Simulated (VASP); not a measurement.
A run of VASP 6.6.1 is set up as follows.

The input INCAR:

```
SYSTEM = Si16Ge
ALGO     = Normal         ! electronic algorithm
EDIFF    = 1E-6           ! SCF threshold, eV
ENCUT    = 520            ! plane-wave cutoff, eV
GGA      = PE             ! functional
ISIF     = 2              ! what is computed and relaxed
ISMEAR   = -1             ! smearing method
LASPH    = .True.         ! aspherical terms in the spheres
LCHARG   = .False.        ! write CHGCAR
LREAL    = Auto         
LWAVE    = .False.        ! write WAVECAR
NBANDS   = 53             ! bands
NELM     = 80             ! most SCF steps
PREC     = Accurate       ! precision mode
SIGMA    = 0.05           ! smearing width, eV
```

The input KPOINTS:

```
k-points
0
Gamma
  2 2 2
  0 0 0
```

The input POSCAR:

```
Si16Ge
1.0
    0.0000000000      5.4300000000      5.4300000000
    5.4300000000      0.0000000000      5.4300000000
    5.4300000000      5.4300000000      0.0000000000
Si Ge
16 1
Direct
    0.0763291092     -0.0253687910     -0.0256146435
    0.1374766169      0.1281899365      0.1277584701
   -0.0133905906      0.0162088365      0.4983787831
    0.1374869765      0.1281146530      0.6062494497
   -0.0133478505      0.4987894762      0.0157453920
    0.1374921444      0.6065471744      0.1277474039
   -0.0133788955      0.4987723853      0.4983717436
    0.0595990159      0.6469363406      0.6465048020
    0.5101550197      0.0140922451      0.0126528173
    0.6967822265      0.1012898716      0.1005716537
    0.5101938962      0.0136571076      0.4623770077
    0.6146752194      0.1565173593      0.6135895634
    0.5101727101      0.4630496418      0.0126114008
    0.6147626180      0.6146455201      0.1558462398
    0.4373271171      0.5211521188      0.5203219796
    0.6146838179      0.6151394439      0.6136121661
    0.5430553487      0.8190646804      0.8187952709
```

Potentials or basis: VASP PAW PBE potentials, release 64 (Si, Ge_d).

Launch:

```sh
$ cat potpaw_PBE.64/Si/POTCAR potpaw_PBE.64/Ge_d/POTCAR > POTCAR
$ mpirun -np 1 vasp_std > vasp.out
```

(1) What does it give for the largest force?

(2) Estimate the band gap on the k mesh.

(3) Predict the pressure.

Results:

(1) 0.032 eV/Å.

(2) 0.14 eV.

(3) 5.5 GPa.

Caveat: the k points lie up to 0.50 Å⁻¹ apart.
